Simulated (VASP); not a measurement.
Here is a VASP 6.6.1 calculation.

Contents of INCAR:

```
SYSTEM = SnSe2
  PREC = Accurate
  ENCUT = 500
  EDIFF = 1E-6
  ISMEAR = 0
  SIGMA = 0.01
  LREAL = .FALSE.
  LASPH = .TRUE.
  NELM = 120
  ALGO = Normal
  ISIF = 2
  LWAVE = .FALSE.
  LCHARG = .TRUE.
  GGA = PS
  LELF = .TRUE.
  LVHAR = .TRUE.
  NBANDS = 20
  GGA_COMPAT = .FALSE.
```

File KPOINTS:

```
Automatic mesh
0
G
  8 8 4
  0 0 0
```

File POSCAR:

```
SnSe2
1.0
    3.8571313702      0.0000000000      0.0000000000
   -1.9285656851      3.3403737524      0.0000000000
    0.0000000000      0.0000000000      6.1026285595
Sn Se
1 2
Direct
    0.0000000000      0.0000000000      0.0000000000
    0.3333333333      0.6666666667      0.2584674350
    0.6666666667      0.3333333333      0.7415325650
```

Potentials or basis: VASP PAW PBE potentials, release 64 (Sn_d, Se).

Run with:

```bash
$ cat potpaw_PBE.64/Sn_d/POTCAR potpaw_PBE.64/Se/POTCAR > POTCAR
$ mpirun -np 1 vasp_std > vasp.out
```

Question: Estimate the largest force.

Answer: 0.011 eV/Å.

Question: Predict the pressure.

Answer: -0.8 GPa.

Forces on the atoms (eV/Å):
```
Sn   0.000  0.000  0.000
Se   0.000  0.000 -0.011
Se   0.000  0.000  0.011
```

Caveat: the cell differs from its parent crystal (in-plane strain +0.01); the PAW data sets were made with another functional, which shifts forces and pressure a little; this functional lacks dispersion, which binds the layers, so the pressure and a relaxed spacing across them are unreliable.
